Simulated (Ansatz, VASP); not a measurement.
# MgO2: VASP beside Ansatz

INCAR

```
SYSTEM = MgO2
PREC = Accurate ; ENCUT = 520
EDIFF = 1E-6 ; ISMEAR = 0
SIGMA = 0.05 ; LREAL = .False.
LASPH = .True. ; NELM = 80
ALGO = Normal ; ISIF = 2
LWAVE = .False. ; LCHARG = .False.
GGA = PS ; NBANDS = 14
```

Contents of KPOINTS:

```
Automatic mesh
0
Gamma
  12 12 12
  0 0 0
```

POSCAR

```
MgO2
1.0
    1.7331418973      1.0006299410      3.2144605649
   -1.7331418973      1.0006299410      3.2144605649
    0.0000000000     -2.0012598819      3.2144605649
Mg O
1 2
Direct
    0.0000000000      0.0000000000      0.0000000000
    0.4287860000      0.4287860000      0.4287860000
    0.5712140000      0.5712140000      0.5712140000
```

Input for Ansatz:

```yaml
crystal:
  lattice:
    - [1.7331418973, 1.000629941, 3.2144605649]
    - [-1.7331418973, 1.000629941, 3.2144605649]
    - [0.0, -2.0012598819, 3.2144605649]
  atoms:
    - { symbol: Mg, position: [0.0, 0.0, 0.0] }
    - { symbol: O, position: [0.428786, 0.428786, 0.428786] }
    - { symbol: O, position: [0.571214, 0.571214, 0.571214] }
basis:
  ecutwfc: 420
kpoints:
  mp_grid: { grid: [12, 12, 12] }
hamiltonian:
  xc: pbesol
scf:
  occupations: { method: gaussian, width: 0.05 }
output:
  forces: true
  stress: true
  eigenvalues: true
```

Change from the starting cell: strain +0.080 along x and y, -0.080 along z, atoms carried along.

Alike in both runs: task single point; functional PBEsol; k mesh 12 × 12 × 12; occupations gaussian, width 0.05 eV; no spin polarisation.

```csv
,VASP,Ansatz
version,VASP 6.6.1,Ansatz 0.2.0
potentials or method,"VASP PAW PBE potentials, release 64 (Mg, O), cutoff 520 eV","scalar-relativistic, plane waves, PAW"
valence electrons in the cell,14,22
```

```csv
,VASP,Ansatz,Ansatz less VASP
gap on the k mesh at the Fermi level (eV),2.08,2.09,+0.009
least direct gap on the mesh (eV),2.47,2.49,+0.012
pressure (GPa),-1.4,-1.6,-0.15
"traceless stress, the component that is largest in VASP (GPa)",36.41,34.68,-1.729
rms of the force components (eV/Å),1.986,1.825,-0.1611
```

VASP's potentials were made for PBE, not for PBEsol. Atom by atom the forces differ by 0.161 eV/Å (rms over components). VASP's potentials hold 14 valence electrons a cell and Ansatz's 22, so a difference there can come from the potentials and not from the codes.
